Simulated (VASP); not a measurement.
Write the native input for VASP 6.6.1 that does the following.

* Task: single point
* Functional: PBE
* Potentials or basis: VASP PAW PBE potentials, release 64 (Zn)
* Cutoff: 520 eV
* k mesh: 2 × 2 × 3
* Occupations: methfessel-paxton, width 0.15 eV
* Spin: no spin polarisation
* Dipole correction: no
* Further INCAR settings: LREAL = Auto; ALGO = Normal; EDIFF = 1e-07; NBANDS = 116

The structure of Zn (a cell with a defect) lies in POSCAR:

```
Zn
1.0
    8.0554147200      0.0000008700      0.0000000000
   -4.0277081100      6.9761933500      0.0000000000
    0.0000000000      0.0000000000      4.9845780000
Zn
17
Direct
    0.0953957710      0.2215335555      0.2476004990
    0.2246132698      0.1093910054      0.7479146680
    0.1163487740      0.5616498429      0.2476496506
    0.2262298212      0.4448008602      0.7480328325
    0.0958328512      0.8761460026      0.2483433904
    0.2247150747      0.7768621844      0.7476990028
    0.4273089969      0.2194067096      0.2481042528
    0.5621870675      0.1144976165      0.7476538636
    0.4529736571      0.5535526916      0.2481754724
    0.5637797899      0.4460529337      0.7492885055
    0.4525873673      0.8984235803      0.2475106218
    0.5622167988      0.7771031046      0.7474684918
    0.8906606828      0.1109030651      0.7473812226
    0.7711826239      0.2726391362      0.2472618545
    0.8922832990      0.4485605640      0.7470742759
    0.7773897917      0.8863507666      0.2477589878
    0.8898994260      0.7730031201      0.7493262218
```

One way to write it, as run:

INCAR

```
PREC     = Accurate       # precision mode
ENCUT    = 520            # plane-wave cutoff, eV
EDIFF    = 1E-7           # SCF threshold, eV
ISMEAR   = 1              # smearing method
SIGMA    = 0.15           # smearing width, eV
LREAL    = Auto         
LASPH    = T              # aspherical terms in the spheres
NELM     = 60             # most SCF steps
ALGO     = Normal         # electronic algorithm
ISIF     = 2              # what is computed and relaxed
LWAVE    = F              # write WAVECAR
LCHARG   = T              # write CHGCAR
GGA      = PE             # functional
LELF     = T              # ELF
LVHAR    = T            
NBANDS   = 116            # bands
```

KPOINTS

```
regular mesh
0
Gamma
  2 2 3
```

Potentials or basis: VASP PAW PBE potentials, release 64 (Zn).

Launch:

```bash
$ cat potpaw_PBE.64/Zn/POTCAR > POTCAR
$ mpirun -np 1 vasp_std > vasp.out
```

Results of the run:

```
Pressure               : -2.1 GPa
Largest force          : 0.334 eV/Å
Band gap on the k mesh : zero (band 102 reaches 3.44 eV, above the bottom of band 103 at 1.82 eV)
```

Caveat: the k points lie up to 0.45 Å⁻¹ apart.

Wall time 21 min on 1 thread of Oxide Virtual Turin-like Processor, on a shared host, peak memory 0.41 GiB.
